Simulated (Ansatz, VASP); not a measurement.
**Two plane-wave programs on Cd**

The input INCAR:

```
ALGO = Normal ; EDIFF = 1E-7
ENCUT = 520 ; GGA = RE
ISIF = 2 ; ISMEAR = -1
LASPH = True ; LCHARG = False
LREAL = False ; LWAVE = False
NBANDS = 19 ; NELM = 80
PREC = Accurate ; SIGMA = 0.1
```

Contents of KPOINTS:

```
k-points
0
Gamma
  9 9 9
```

Contents of POSCAR:

```
Cd
1.0
    0.0000000000      3.4351450985      3.4351450985
    3.4351450985      0.0000000000      3.4351450985
    3.4351450985      3.4351450985      0.0000000000
Cd
2
Direct
    0.1250000000      0.1250000000      0.1250000000
    0.8750000000      0.8750000000      0.8750000000
```

Input for Ansatz:

```yaml
crystal:
  lattice:
    - [0.0, 3.4351450985, 3.4351450985]
    - [3.4351450985, 0.0, 3.4351450985]
    - [3.4351450985, 3.4351450985, 0.0]
  atoms:
    - { symbol: Cd, position: [0.125, 0.125, 0.125] }
    - { symbol: Cd, position: [0.875, 0.875, 0.875] }
hamiltonian:
  xc: revpbe
  pseudopotentials:
    kind: paw
    azcp:
      Cd: "pseudopotentials/Cd.paw.azcp"
basis:
  ecutwfc: 420
  fft_grid_basis: typed
kpoints:
  mp_grid: { grid: [9, 9, 9], shift: [0, 0, 0] }
magnetization:
  spin_polarized: false
scf:
  occupations: { method: fermi_dirac, width: 0.1 }
  lower_state_search: "off"
output:
  stress: true
```

Alike in both runs: task single point; functional revPBE; k mesh 9 × 9 × 9; occupations fermi-dirac, width 0.1 eV; no spin polarisation.

|  | VASP | Ansatz |
| --- | --- | --- |
| version | VASP 6.6.1 | Ansatz 0.2.0 |
| potentials or method | VASP PAW PBE potentials, release 64 (Cd), cutoff 520 eV | plane waves (420 eV) with PAW, scalar-relativistic |
| valence electrons in the cell | 24 | 40 |

Ansatz gave:

```
pressure (GPa) : 0.0
```

Q: What did VASP give for the same quantities?

A: Pressure (GPa): 0.1.

VASP's potentials were made for PBE, not for revPBE. VASP's potentials hold 24 valence electrons a cell and Ansatz's 40, so a difference there can come from the potentials and not from the codes.
